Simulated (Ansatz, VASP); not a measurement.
**Ti in VASP and in Ansatz**

The input INCAR:

```
SYSTEM = Ti
  PREC = Accurate
  ENCUT = 520
  EDIFF = 1E-6
  ISMEAR = 0
  SIGMA = 0.15
  LREAL = .FALSE.
  LASPH = .TRUE.
  NELM = 80
  ALGO = Fast
  ISIF = 2
  LWAVE = .FALSE.
  LCHARG = .TRUE.
  GGA = PE
  LELF = .TRUE.
  LVHAR = .TRUE.
  NBANDS = 19
```

The input KPOINTS:

```
Automatic mesh
0
G
  18 18 10
  0 0 0
```

Contents of POSCAR:

```
Ti
1.0
    2.9499978604      0.0000000000      0.0000000000
   -1.4749989302      2.5547730882      0.0000000000
    0.0000000000      0.0000000000      4.5454200000
Ti
2
Direct
    0.3333333333      0.6666666667      0.2500000000
    0.6666666667      0.3333333333      0.7500000000
```

Input for Ansatz:

```yaml
crystal:
  lattice:
    - [2.9499978604, 0.0, 0.0]
    - [-1.4749989302, 2.5547730882, 0.0]
    - [0.0, 0.0, 4.54542]
  atoms:
    - { symbol: Ti, position: [0.3333333333, 0.6666666667, 0.25] }
    - { symbol: Ti, position: [0.6666666667, 0.3333333333, 0.75] }
basis:
  ecutwfc: 420
kpoints:
  mp_grid: { grid: [18, 18, 10] }
hamiltonian:
  xc: pbe
scf:
  occupations: { method: gaussian, width: 0.15 }
output:
  forces: true
  stress: true
  eigenvalues: true
```

Change from the starting cell: strain -0.0300 x Voigt [0, 0, 1, 0, 0, 0], atoms carried along.

Alike in both runs: task single point; functional PBE; k mesh 18 × 18 × 10; occupations gaussian, width 0.15 eV; no spin polarisation.

|  | VASP | Ansatz |
| --- | --- | --- |
| version | VASP 6.6.1 | Ansatz 0.2.0 |
| potentials or method | VASP PAW PBE potentials, release 64 (Ti_sv), cutoff 520 eV | scalar-relativistic, plane waves, PAW |
| valence electrons in the cell | 24 | 24 |

```csv
,VASP,Ansatz,Ansatz less VASP
gap on the k mesh at the Fermi level (eV),none,none,-
pressure (GPa),1.5,1.8,+0.37
"traceless stress, the component that is largest in VASP (GPa)",2.06,2.07,+0.009
```

A gap of «none» marks a metal or a gap that the smearing closes.
